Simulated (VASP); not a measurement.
Write the native input for VASP 6.6.1 that does the following.

```
Task                   : single point
Functional             : PBEsol
Potentials or basis    : VASP PAW PBE potentials, release 64 (Bi_d, Te)
Cutoff                 : 520 eV
k mesh                 : 12 × 12 × 8
Occupations            : gaussian, width 0.1 eV
Spin                   : no spin polarisation
Dipole correction      : no
Further INCAR settings : ALGO = Normal; EDIFF = 1e-06; NBANDS = 29
```

The structure of BiTe lies in POSCAR:

```
BiTe
1.0
    3.1971538320      3.1971538320      0.0000000000
   -3.1971538320      3.1971538320      0.0000000000
    0.0000000000      0.0000000000      6.1065638190
Bi Te
2 2
Direct
    0.0000000000      0.0000000000      0.0000000000
    0.5000000000      0.5000000000      0.5000000000
    0.5000000000      0.5000000000      0.0000000000
    0.0000000000      0.0000000000      0.5000000000
```

This cell differs from its parent crystal: strain along c alone, the other axes held: -4.5 %.

The input as run:

INCAR

```
PREC = Accurate
ENCUT = 520
EDIFF = 1E-6
ISMEAR = 0
SIGMA = 0.1
LREAL = False
LASPH = True
NELM = 100
ALGO = Normal
ISIF = 2
LWAVE = False
LCHARG = False
GGA = PS
NBANDS = 29
```

KPOINTS

```
regular mesh
0
Gamma
  12 12 8
```

Potentials or basis: VASP PAW PBE potentials, release 64 (Bi_d, Te).

The run is started by

```sh
$ cat potpaw_PBE.64/Bi_d/POTCAR potpaw_PBE.64/Te/POTCAR > POTCAR
$ mpirun -np 1 vasp_std > vasp.out
```

Results of the run:

```
Pressure               : 3.0 GPa
Band gap on the k mesh : zero (bands 21 and 22 overlap by 3.53 eV)
```

Caveat: the cell differs from its parent crystal (strain along c alone, the other axes held: -4.5 %); the stress differs along the axes, from 1 to 7 GPa; the PAW data sets were made with another functional, which shifts forces and pressure a little; spin-orbit coupling is left out, which moves the levels of the heavy elements.

Wall time 3.4 min on 1 thread of Intel(R) Xeon(R) 6975P-C (Granite Rapids), with other jobs on the host, peak memory 0.54 GiB.
